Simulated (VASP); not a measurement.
Here is a VASP 6.6.1 calculation.

File INCAR:

```
ALGO = Normal ; EDIFF = 1E-6
EDIFFG = -0.08 ; ENCUT = 600
GGA = PE ; IBRION = 2
ISIF = 3 ; ISMEAR = 0
LASPH = T ; LCHARG = F
LREAL = F ; LWAVE = F
NELM = 100 ; NSW = 36
PREC = Accurate ; SIGMA = 0.2
```

KPOINTS

```
k-points
0
Gamma
  6 6 6
```

Contents of POSCAR:

```
GaSb
1.0
    0.0000000000      2.9447231400      2.9447231400
    2.9447231400      0.0000000000      2.9447231400
    2.9447231400      2.9447231400      0.0000000000
Ga Sb
1 1
Direct
    0.0000000000      0.0000000000      0.0000000000
    0.2500000000      0.2500000000      0.2500000000
```

Potentials or basis: VASP PAW PBE potentials, release 64 (Ga_d, Sb).

Run with:

```bash
$ cat potpaw_PBE.64/Ga_d/POTCAR potpaw_PBE.64/Sb/POTCAR > POTCAR
$ mpirun -np 1 vasp_std > vasp.out
```

What does it give for the band gap on the k mesh?

Zero (filled and empty bands touch).

What does it give for the relaxed cell?

a = 4.396 Å, b = 4.396 Å, c = 4.396 Å, α = 60.00°, β = 60.00°, γ = 60.00°.

What does it give for the space group after relaxing (to 0.05 Å)?

F-43m (No. 216).

The path:
```csv
step,energy change (eV),largest force (eV/Å),pressure (GPa),volume (Å³)
1,0.0000,0.0000,10.66,51.07
2,-0.2179,0.0000,-2.61,64.68
3,-0.2582,0.0000,0.02,60.08
```

Caveat: the volume moved by over 15 % at a fixed basis, so the end points are rough; spin-orbit coupling is left out, which moves the levels of the heavy elements.
